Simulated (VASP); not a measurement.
# Mg8HO8 (a cell with a defect) in VASP: a series of runs, part 2 of 2

VASP 6.6.1.

## Step 4: Single point, LDA

File INCAR:

```
  PREC = Accurate
  ENCUT = 520
  EDIFF = 1E-6
  ISMEAR = -1
  SIGMA = 0.02
  LREAL = Auto
  LASPH = T
  NELM = 80
  ALGO = Normal
  ISIF = 2
  LWAVE = F
  LCHARG = T
  GGA = CA
  LELF = T
  LVHAR = T
  NBANDS = 46
  NELECT = 64.0
```

File KPOINTS:

```
regular mesh
0
Gamma
  2 2 2
```

File POSCAR:

```
Mg8HO8
1.0
    0.0000000000      4.2993000000      4.2993000000
    4.2993000000      0.0000000000      4.2993000000
    4.2993000000      4.2993000000      0.0000000000
Mg O H
8 8 1
Direct
   -0.0267651711      0.0298075268      0.0210726165
   -0.0116584095      0.0053950643      0.5086176819
   -0.0107026725      0.4893764101      0.0140050706
    0.0008390901      0.5009179401      0.5007818715
    0.4966232875     -0.0032985602      0.0079486195
    0.5012572977      0.0013366129      0.5074887772
    0.5297248389      0.4733168190      0.0210706394
    0.5053165632      0.4884193939      0.5086180308
    0.2506673179      0.2506682483      0.2526329868
    0.2448696299      0.2495199218      0.7583229828
    0.2479455958      0.7480260740      0.2403934361
    0.2508806085      0.7509566674      0.7410757565
    0.7474870328      0.2475682088      0.2676554323
    0.7488498128      0.2489281976      0.7610504036
    0.7505907939      0.7507466332      0.2526318238
    0.7494413044      0.7449491778      0.7583222850
    0.2148128765      0.7148994022     -0.0691070639
```

The run is started by

```bash
cat potpaw_LDA.64/Mg/POTCAR potpaw_LDA.64/O/POTCAR potpaw_LDA.64/H/POTCAR > POTCAR
mpirun -np 1 vasp_std > vasp.out
```

It took 1.8 min on 1 thread of Intel Xeon Platinum 8259CL at 2.50GHz (Skylake/Cascade Lake), shared host; peak memory 0.27 GiB.

The run converged. Its results:

* Free energy: -113.5340 eV
* Largest force: 0.284 eV/Å

Forces in eV/Å, atoms in the order of the input:
```
Mg   0.015 -0.013  0.031
Mg   0.000  0.008  0.006
Mg  -0.012 -0.012 -0.007
Mg   0.001  0.001  0.007
Mg   0.003  0.003  0.014
Mg  -0.003 -0.003  0.005
Mg  -0.013  0.015  0.031
Mg   0.008  0.000  0.006
O    0.008 -0.004 -0.001
O   -0.005  0.005  0.019
O   -0.019 -0.018  0.001
O   -0.116 -0.116  0.076
O    0.000  0.000  0.001
O    0.000  0.000  0.008
O   -0.004  0.008 -0.001
O    0.005 -0.005  0.019
H    0.130  0.130 -0.217
```

Levels at points of the mesh, in eV from the Fermi level:
```
           k point  band 28  band 29  band 30  band 31  band 32  band 33  band 34  band 35  band 36  band 37
(0.00, 0.00, 0.00)    -0.89    -0.82    -0.58    -0.52    -0.51     3.14     5.58     6.74     6.85     6.96
(0.50, 0.00, 0.00)    -1.28    -0.82    -0.80    -0.77    -0.75     4.82     5.91     7.41     8.24     8.32
(0.00, 0.50, 0.00)    -1.28    -0.82    -0.80    -0.77    -0.75     4.82     5.91     7.41     8.24     8.32
(0.00, 0.00, 0.50)    -1.25    -0.86    -0.81    -0.76    -0.73     5.38     5.92     7.24     8.40     8.44
(0.50, 0.50, 0.50)    -1.25    -0.85    -0.79    -0.78    -0.74     5.15     5.89     7.39     8.28     8.38
(0.50, 0.50, 0.00)    -1.39    -0.98    -0.96    -0.91    -0.82     5.56     6.79     7.56     8.00     8.19
(0.00, 0.50, 0.50)    -1.33    -1.05    -1.02    -0.96    -0.87     5.85     6.70     7.49     8.13     8.20
(0.50, 0.00, 0.50)    -1.33    -1.05    -1.02    -0.96    -0.87     5.85     6.70     7.49     8.13     8.20
```

Caveat: the k points lie up to 0.63 Å⁻¹ apart; the cell carries a net charge on a neutralising background, which shifts energy and pressure; the cell is charged against a uniform background, so pressure and absolute levels hang on convention.

## Step 5: Single point, LDA

File INCAR:

```
  ALGO = Normal
  EDIFF = 1E-7
  ENCUT = 520
  GGA = CA
  ISIF = 2
  ISMEAR = -1
  LASPH = T
  LCHARG = F
  LREAL = Auto
  LWAVE = F
  NBANDS = 46
  NELECT = 64.0
  NELM = 80
  PREC = Accurate
  SIGMA = 0.02
```

File KPOINTS:

```
k-points
0
Gamma
  2 2 2
```

File POSCAR:

```
Mg8HO8
1.0
    0.0000000000      4.2993000000      4.2993000000
    4.2993000000      0.0000000000      4.2993000000
    4.2993000000      4.2993000000      0.0000000000
Mg O H
8 8 1
Direct
   -0.0294971274      0.0270302142      0.0236261717
   -0.0050811760      0.0119343847      0.5018629777
   -0.0010286558      0.4990180960      0.0095986556
    0.0036047729      0.5036508269      0.5007898960
    0.4993893192     -0.0005641616      0.0020513805
    0.5109414323      0.0109881841      0.4921767497
    0.5269812528      0.4705520666      0.0236241946
    0.5118885633      0.4949651106      0.5018627451
    0.2553580815      0.2508331589      0.2522292001
    0.2495645803      0.2496829716      0.7534819622
    0.2522836276      0.7523313097      0.2358907264
    0.2493550113      0.7493992045      0.7424441188
    0.7527412602      0.2527896402      0.2622167562
    0.7513801084      0.2514261624      0.7583386830
    0.7507871049      0.7554050659      0.2522287349
    0.7496377317      0.7496114484      0.7534811481
    0.2854613542      0.7855136883     -0.1399327798
```

The run is started by

```bash
cat potpaw_LDA.64/Mg/POTCAR potpaw_LDA.64/O/POTCAR potpaw_LDA.64/H/POTCAR > POTCAR
mpirun -np 1 vasp_std > vasp.out
```

Run time: 91 s. Hardware: 1 thread of Intel Xeon Platinum 8259CL at 2.50GHz (Skylake/Cascade Lake), shared host; peak memory 0.27 GiB.

Results (log left out):

```yaml
Free_energy: -113.5340 eV
Largest_force: 0.285 eV/Å
```

Forces in eV/Å, atoms in the order of the input:
```
Mg   0.015 -0.012 -0.032
Mg   0.000  0.008 -0.006
Mg  -0.003 -0.003 -0.005
Mg   0.004  0.004 -0.014
Mg   0.001  0.001 -0.007
Mg  -0.012 -0.012  0.007
Mg  -0.012  0.015 -0.032
Mg   0.008  0.000 -0.006
O    0.004 -0.005 -0.019
O   -0.004  0.007  0.003
O   -0.018 -0.018 -0.001
O   -0.116 -0.116 -0.078
O    0.000  0.000 -0.002
O    0.000  0.000 -0.008
O   -0.005  0.004 -0.019
O    0.007 -0.004  0.003
H    0.130  0.130  0.217
```

Levels at points of the mesh, in eV from the Fermi level:
| k point | band 28 | band 29 | band 30 | band 31 | band 32 | band 33 | band 34 | band 35 | band 36 | band 37 |
| --- | --- | --- | --- | --- | --- | --- | --- | --- | --- | --- |
| (0.00, 0.00, 0.00) | -0.89 | -0.83 | -0.58 | -0.52 | -0.52 | 3.14 | 5.58 | 6.74 | 6.85 | 6.96 |
| (0.50, 0.00, 0.00) | -1.28 | -0.82 | -0.80 | -0.77 | -0.75 | 4.82 | 5.91 | 7.41 | 8.24 | 8.32 |
| (0.00, 0.00, 0.50) | -1.25 | -0.85 | -0.79 | -0.78 | -0.74 | 5.15 | 5.89 | 7.39 | 8.28 | 8.38 |
| (0.50, 0.50, 0.50) | -1.25 | -0.86 | -0.81 | -0.76 | -0.73 | 5.38 | 5.92 | 7.24 | 8.40 | 8.44 |
| (0.50, 0.50, 0.00) | -1.39 | -0.98 | -0.96 | -0.91 | -0.82 | 5.56 | 6.79 | 7.56 | 8.00 | 8.19 |
| (0.00, 0.50, 0.50) | -1.33 | -1.05 | -1.02 | -0.96 | -0.87 | 5.85 | 6.70 | 7.49 | 8.13 | 8.20 |

Caveat: the k points lie up to 0.63 Å⁻¹ apart; the cell carries a net charge on a neutralising background, which shifts energy and pressure; the cell is charged against a uniform background, so pressure and absolute levels hang on convention.
